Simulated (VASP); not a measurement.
Set up this calculation in VASP 6.6.1, as the native input.

* Task: single point
* Functional: r2SCAN
* Potentials or basis: VASP PAW PBE potentials, release 64 (Na_pv)
* Cutoff: 520 eV
* k mesh: 14 × 14 × 8
* Occupations: fermi-dirac, width 0.08 eV
* Spin: no spin polarisation
* Dipole correction: no
* Further INCAR settings: ALGO = Normal; EDIFF = 1e-06; NBANDS = 14

Crystal: Na.

```xyz
2
Lattice="3.1723 0.0000 0.0000 -1.5861 2.7473 0.0000 0.0000 0.0000 5.1920" Properties=species:S:1:pos:R:3 pbc="T T T"
Na    0.0000    1.8315    1.2980
Na    1.5861    0.9158    3.8940
```

This isn't the form of Na at room conditions, which is bcc.

One way to write it, as run:

POSCAR

```
Na
1.0
    3.1722889414      0.0000000000      0.0000000000
   -1.5861444707      2.7472828114      0.0000000000
    0.0000000000      0.0000000000      5.1919671436
Na
2
Direct
    0.3333333333      0.6666666667      0.2500000000
    0.6666666667      0.3333333333      0.7500000000
```

INCAR.step1

```
PREC = Accurate ; ENCUT = 520
ISMEAR = -1 ; SIGMA = 0.08
LREAL = F ; LASPH = T
NELM = 100 ; NBANDS = 14
GGA = PE ; ALGO = Normal
EDIFF = 1E-4 ; LWAVE = T
LCHARG = F
```

INCAR.step2

```
PREC = Accurate ; ENCUT = 520
EDIFF = 1E-6 ; ISMEAR = -1
SIGMA = 0.08 ; LREAL = F
LASPH = T ; NELM = 100
ALGO = Normal ; ISIF = 2
LWAVE = F ; LCHARG = F
METAGGA = R2SCAN ; LMIXTAU = T
NBANDS = 14 ; ISTART = 1
```

KPOINTS

```
regular mesh
0
Gamma
  14 14 8
```

Potentials or basis: VASP PAW PBE potentials, release 64 (Na_pv).

Launch:

```console
$ cat potpaw_PBE.64/Na_pv/POTCAR > POTCAR
$ cp INCAR.step1 INCAR
$ mpirun -np 1 vasp_std > vasp.out
$ cp INCAR.step2 INCAR
$ mpirun -np 1 vasp_std > vasp.out
```

It gave:

```json
{
 "Pressure": "10.1 GPa",
 "Band gap on the k mesh": "zero (bands 7 and 8 overlap by 5.63 eV)"
}
```

Caveat: the cell stands under pressure; the PAW data sets were made with another functional, which shifts forces and pressure a little.

Run time: 4.3 min on 1 thread of Oxide Virtual Turin-like Processor, on a shared host, peak memory 0.16 GiB.
